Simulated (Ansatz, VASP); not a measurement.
**One calculation of CaO, two programs**

File INCAR:

```
SYSTEM = CaO
PREC = Accurate ; ENCUT = 600
EDIFF = 1E-6 ; ISMEAR = 0
SIGMA = 0.05 ; LREAL = .FALSE.
LASPH = .TRUE. ; NELM = 120
ALGO = Normal ; ISIF = 2
LWAVE = .FALSE. ; LCHARG = .TRUE.
GGA = PE ; LELF = .TRUE.
LVHAR = .TRUE. ; NBANDS = 15
GGA_COMPAT = .FALSE.
```

KPOINTS

```
Automatic mesh
0
G
  8 8 8
  0 0 0
```

The input POSCAR:

```
CaO
1.0
    0.0000000000      2.6449200000      2.4490000000
    2.6449200000      0.0000000000      2.4490000000
    2.6449200000      2.6449200000      0.0000000000
Ca O
1 1
Direct
    0.0000000000      0.0000000000      0.0000000000
    0.5000000000      0.5000000000      0.5000000000
```

Input for Ansatz:

```yaml
crystal:
  lattice:
    - [0.0, 2.64492, 2.449]
    - [2.64492, 0.0, 2.449]
    - [2.64492, 2.64492, 0.0]
  atoms:
    - { symbol: Ca, position: [0.0, 0.0, 0.0] }
    - { symbol: O, position: [0.5, 0.5, 0.5] }
basis:
  ecutwfc: 420
kpoints:
  mp_grid: { grid: [8, 8, 8] }
hamiltonian:
  xc: pbe
scf:
  occupations: { method: gaussian, width: 0.05 }
output:
  forces: true
  stress: true
  eigenvalues: true
```

Change from the starting cell: strain +0.080 along x and y, +0.000 along z, atoms carried along.

Alike in both runs: task single point; functional PBE; k mesh 8 × 8 × 8; occupations gaussian, width 0.05 eV; no spin polarisation.

```csv
,VASP,Ansatz
version,VASP 6.6.1,Ansatz 0.2.0
potentials or method,"VASP PAW PBE potentials, release 64 (Ca_sv, O), cutoff 600 eV","scalar-relativistic, plane waves, PAW"
valence electrons in the cell,16,16
```

|  | VASP | Ansatz | Ansatz less VASP |
| --- | --- | --- | --- |
| gap on the k mesh at the Fermi level (eV) | 3.09 | 3.10 | +0.010 |
| least direct gap on the mesh (eV) | 3.09 | 3.10 | +0.010 |
| pressure (GPa) | -12.5 | -12.7 | -0.18 |
| traceless stress, the component that is largest in VASP (GPa) | 2.11 | 1.94 | -0.167 |

The functional is the same, so the differences come from potentials, cutoffs and numerics.
